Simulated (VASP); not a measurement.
Write the native input for VASP 6.6.1 that does the following.

| Item | Value |
| --- | --- |
| Task | single point |
| Functional | r2SCAN |
| Potentials or basis | VASP PAW PBE potentials, release 64 (Ca_sv, O) |
| Cutoff | 520 eV |
| k mesh | 8 × 8 × 8 |
| Occupations | gaussian, width 0.01 eV |
| Spin | no spin polarisation |
| Dipole correction | no |
| Further INCAR settings | ALGO = Normal; EDIFF = 1e-07; NBANDS = 15 |

Crystal: CaO.

```
Ca O
1.0
     2.41176    2.41176    0.00000
    -2.41176    2.41176    0.00000
     0.00000    2.41176    2.41176
Ca O
1 1
Direct
  0.00000 0.00000 0.00000
  0.50000 0.50000 0.00000
```

These files were run (other wordings do the same):

POSCAR

```
CaO
1.0
    2.4117632683      2.4117632683      0.0000000000
   -2.4117632683      2.4117632683      0.0000000000
    0.0000000000      2.4117632683      2.4117632683
Ca O
1 1
Direct
    0.0000000000      0.0000000000      0.0000000000
    0.5000000000      0.5000000000      0.0000000000
```

INCAR.step1

```
  PREC = Accurate
  ENCUT = 520
  ISMEAR = 0
  SIGMA = 0.01
  LREAL = F
  LASPH = T
  NELM = 80
  NBANDS = 15
  GGA = PE
  ALGO = Normal
  EDIFF = 1E-4
  LWAVE = T
  LCHARG = F
```

INCAR.step2

```
  PREC = Accurate
  ENCUT = 520
  EDIFF = 1E-7
  ISMEAR = 0
  SIGMA = 0.01
  LREAL = F
  LASPH = T
  NELM = 80
  ALGO = Normal
  ISIF = 2
  LWAVE = F
  LCHARG = T
  METAGGA = R2SCAN
  LMIXTAU = T
  LELF = T
  LVHAR = T
  NBANDS = 15
  ISTART = 1
```

KPOINTS

```
regular mesh
0
Gamma
  8 8 8
```

Potentials or basis: VASP PAW PBE potentials, release 64 (Ca_sv, O).

Command:

```console
$ cat potpaw_PBE.64/Ca_sv/POTCAR potpaw_PBE.64/O/POTCAR > POTCAR
$ cp INCAR.step1 INCAR
$ mpirun -np 1 vasp_std > vasp.out
$ cp INCAR.step2 INCAR
$ mpirun -np 1 vasp_std > vasp.out
```

It gave:

* Pressure: -1.0 GPa
* Band gap on the k mesh: 4.19 eV, indirect (least direct gap 4.57 eV)

Caveat: the PAW data sets were made with another functional, which shifts forces and pressure a little.

It took 84 s on 1 thread of Intel(R) Xeon(R) Platinum 8259CL CPU @ 2.50GHz (Skylake/Cascade Lake), on a shared host, peak memory 0.17 GiB.
